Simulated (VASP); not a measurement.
Input of a VASP 6.6.1 run:

The input INCAR:

```
  ALGO = Fast
  EDIFF = 1E-7
  ENCUT = 520
  GGA = CA
  ISIF = 2
  ISMEAR = -1
  LASPH = True
  LCHARG = False
  LREAL = False
  LWAVE = False
  NBANDS = 32
  NELM = 60
  PREC = Accurate
  SIGMA = 0.15
```

File KPOINTS:

```
k-points
0
Gamma
  12 12 8
```

File POSCAR:

```
AlNi2
1.0
    3.9363209034      0.0000000000      0.0000000000
   -1.9681604517      3.4089538998      0.0000000000
    0.0000000000      0.0000000000      4.8518644971
Al Ni
2 4
Direct
    0.3333333333      0.6666666667      0.1923805713
    0.6666666667      0.3333333333      0.8076194287
    0.3333333333      0.6666666667      0.6866474944
    0.6666666667      0.3333333333      0.3133525056
    0.0000000000      0.0000000000      0.5000000000
    0.0000000000      0.0000000000      0.0000000000
```

Potentials or basis: VASP PAW LDA potentials, release 64 (Al, Ni).

Run with:

```sh
$ cat potpaw_LDA.64/Al/POTCAR potpaw_LDA.64/Ni/POTCAR > POTCAR
$ mpirun -np 1 vasp_std > vasp.out
```

(1) What does it give for the largest force?

(2) Predict the band gap on the k mesh.

(3) Estimate the pressure.

Answers

(1) 0.012 eV/Å.

(2) zero (bands 23 and 24 overlap by 4.39 eV).

(3) 0.3 GPa.
